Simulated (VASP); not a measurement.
# SiC in VASP: a series of runs, part 2 of 2

VASP 6.6.1. The steps go on from the part before.

## (3) Relaxation of cell and atoms, r2SCAN

This run uses another cell than the first one, of 10.35 Å³/atom, 0.974 times its volume.

POSCAR reads:

```
SiC
1.0
    2.1790000000      2.1790000000      0.0000000000
   -2.1790000000      2.1790000000      0.0000000000
    0.0000000000      2.1790000000      2.1790000000
Si C
1 1
Direct
    0.0000000000      0.0000000000      0.0000000000
    0.7500000000      0.2500000000      0.5000000000
```

INCAR.step1 reads:

```
PREC = Accurate
ENCUT = 600
ISMEAR = -1
SIGMA = 0.1
LREAL = F
LASPH = T
NELM = 100
GGA = PE
ALGO = Normal
EDIFF = 1E-4
LWAVE = T
LCHARG = F
```

INCAR.step2 reads:

```
PREC = Accurate
ENCUT = 600
EDIFF = 1E-6
ISMEAR = -1
SIGMA = 0.1
LREAL = F
LASPH = T
NELM = 100
ALGO = Normal
ISIF = 3
LWAVE = F
LCHARG = F
METAGGA = R2SCAN
LMIXTAU = T
IBRION = 2
NSW = 100
EDIFFG = -0.002
ISTART = 1
```

KPOINTS reads:

```
regular mesh
0
Gamma
  14 14 14
```

Potentials or basis: VASP PAW PBE potentials, release 64 (Si, C).

Launch:

```bash
$ cat potpaw_PBE.64/Si/POTCAR potpaw_PBE.64/C/POTCAR > POTCAR
$ cp INCAR.step1 INCAR
$ mpirun -np 1 vasp_std > vasp.out
$ cp INCAR.step2 INCAR
$ mpirun -np 1 vasp_std > vasp.out
```

OUTCAR:

```text
PREC = Accurate
   ENCUT = 600
   EDIFF = 1E-6
   ISMEAR = -1
   LREAL = F
   LASPH = T
   NELM = 100
   ISIF = 3
   METAGGA = R2SCAN
   IBRION = 2
   NSW = 100
   EDIFFG = -0.002
   ISTART = 1

 ion  position               nearest neighbor table
   1  0.000  0.000  0.000-   2 1.89   2 1.89   2 1.89   2 1.89
   2  0.750  0.250  0.500-   1 1.89   1 1.89   1 1.89   1 1.89

  LATTYP: Found a face centered cubic cell.
 ALAT       =     4.3580000000

  Lattice vectors:

 A1 = (   0.0000000000,   2.1790000000,   2.1790000000)
 A2 = (   2.1790000000,   0.0000000000,   2.1790000000)
 A3 = (   2.1790000000,   2.1790000000,   0.0000000000)

Analysis of symmetry for initial positions (statically):
=====================================================================
 Subroutine PRICEL returns:
 Original cell was already a primitive cell.

 Routine SETGRP: Setting up the symmetry group for a
 face centered cubic supercell.

 Subroutine GETGRP returns: Found 24 space group operations
 (whereof 24 operations were pure point group operations)
 out of a pool of 48 trial point group operations.

The static configuration has the point symmetry T_d .
[... 168 lines left out ...]
  --------------------------------------------------------------------------------------
  -------------------------------------------------------------------------------------
  Total       -0.0778793     -0.0778793     -0.0778793      0.0000000      0.0000000     -0.0000000
  in kB       -6.0301907     -6.0301907     -6.0301907      0.0000000      0.0000000     -0.0000000
  external PRESSURE =      -6.0301907 kB  Pullay stress =       0.0000000 kB
[... 59 lines left out ...]
--------------------------------------- Ionic step        3  -------------------------------------------

 number of electron       8.0000000 magnetization

 Free energy of the ion-electron system (eV)
  ---------------------------------------------------
  ext. energy  EPLUGINS =         0.00000000
  ---------------------------------------------------
  free energy    TOTEN  =       -19.32913804 eV

  energy without entropy =      -19.32913493  energy(sigma->0) =      -19.32913648

 E-fermi :   8.9733     XC(G=0): -11.9466

 val. band max:        8.0115503162   @ k =   0.0000   0.0000   0.0000
 cond. band min:       9.7355943902   @ k =   0.5000   0.5000   0.0000
 fundamental gap:      1.7240440740
 Fermi energy:         8.9732520345

 k-point     1 :       0.0000    0.0000    0.0000
  band No.  band energies     occupation
      1      -8.1891      2.00000
      2       8.0115      1.99987
      3       8.0115      1.99987
      4       8.0116      1.99987
      5      14.8798      0.00000
      6      15.8823      0.00000
      7      15.8823      0.00000
      8      15.8823      0.00000
[... 243 lines left out ...]
 k-point    24 :       0.2857    0.1429    0.0000
  band No.  band energies     occupation
      1      -5.7201      2.00000
      2       1.8029      2.00000
      3       5.2083      2.00000
      4       7.1641      2.00000
      5      14.8807      0.00000
      6      16.1916      0.00000
      7      16.7314      0.00000
      8      18.8604      0.00000

 [... further k-points ...]
[... 5 lines left out ...]
  --------------------------------------------------------------------------------------
  -------------------------------------------------------------------------------------
  Total       -0.0003178     -0.0003178     -0.0003178     -0.0000000     -0.0000000      0.0000000
  in kB       -0.0246723     -0.0246723     -0.0246723     -0.0000000     -0.0000000      0.0000000
  external PRESSURE =      -0.0246723 kB  Pullay stress =       0.0000000 kB
[... 17 lines left out ...]
  FREE ENERGIE OF THE ION-ELECTRON SYSTEM (eV)
  ---------------------------------------------------
  free  energy   TOTEN  =       -19.3291380352 eV

  energy  without entropy=      -19.3291349307  energy(sigma->0) =      -19.32913648

 reached required accuracy - stopping structural energy minimisation
```

OSZICAR.step1:

```text
N       E                     dE             d eps       ncg     rms          rms(c)
DAV:   1     0.635862180243E+01    0.63586E+01   -0.44530E+03  1736   0.957E+02
DAV:   2    -0.165440779793E+02   -0.22903E+02   -0.21880E+02  2472   0.114E+02
DAV:   3    -0.169122310932E+02   -0.36815E+00   -0.36815E+00  1896   0.181E+01
DAV:   4    -0.169133675143E+02   -0.11364E-02   -0.11364E-02  2704   0.111E+00
DAV:   5    -0.169133677932E+02   -0.27885E-06   -0.27885E-06  1904   0.153E-02    0.880E+00
DAV:   6    -0.151205411580E+02    0.17928E+01   -0.76060E+00  1776   0.157E+01    0.387E+00
DAV:   7    -0.150666562620E+02    0.53885E-01   -0.34286E-01  2616   0.417E+00    0.177E+00
DAV:   8    -0.150588614516E+02    0.77948E-02   -0.18827E-02  1704   0.127E+00    0.164E-01
DAV:   9    -0.150591532123E+02   -0.29176E-03   -0.79933E-04  2624   0.245E-01    0.103E-01
DAV:  10    -0.150592625130E+02   -0.10930E-03   -0.20807E-04  1968   0.114E-01    0.221E-02
DAV:  11    -0.150592632354E+02   -0.72240E-06   -0.39123E-05  1024   0.394E-02
   1 F= -.15059263E+02 E0= -.15059255E+02  d E =-.167679E-04
```

It took 2.8 min on 1 thread of Intel Xeon 6975P-C, shared host; peak memory 0.17 GiB.

Results:

- Free energy: -19.3291 eV
- Relaxed volume: 10.32 Å³/atom
- Relaxed cell: a = 3.079 Å, b = 3.079 Å, c = 3.079 Å, α = 60.00°, β = 60.00°, γ = 90.00°
- Space group after relaxing (to 0.05 Å): F-43m (No. 216)
- Energy gained by relaxing: 0.1 meV/atom
- Ionic steps: 3
- Pressure after relaxing: 0.0 GPa
- Band gap on the k mesh: 1.72 eV, indirect (least direct gap 5.06 eV)

The path:
```csv
step,energy change (eV),largest force (eV/Å),pressure (GPa),volume (Å³)
1,0.0000,0.0000,-0.60,20.69
2,0.0000,0.0000,0.67,20.58
3,-0.0001,0.0000,0.00,20.64
```

Final structure:
```cif
data_structure
_symmetry_space_group_name_H-M 'P 1'
_symmetry_Int_Tables_number 1
_cell_length_a 3.0788
_cell_length_b 3.0788
_cell_length_c 3.0788
_cell_angle_alpha 60.000
_cell_angle_beta 60.000
_cell_angle_gamma 90.000
_cell_volume 20.64
loop_
_atom_site_label
_atom_site_type_symbol
_atom_site_fract_x
_atom_site_fract_y
_atom_site_fract_z
_atom_site_occupancy
Si1 Si 0.00000 0.00000 0.00000 1
C1 C 0.75000 0.25000 0.50000 1
```

Caveat: the PAW data sets were made with another functional, which shifts forces and pressure a little. A k mesh can miss the band edges.
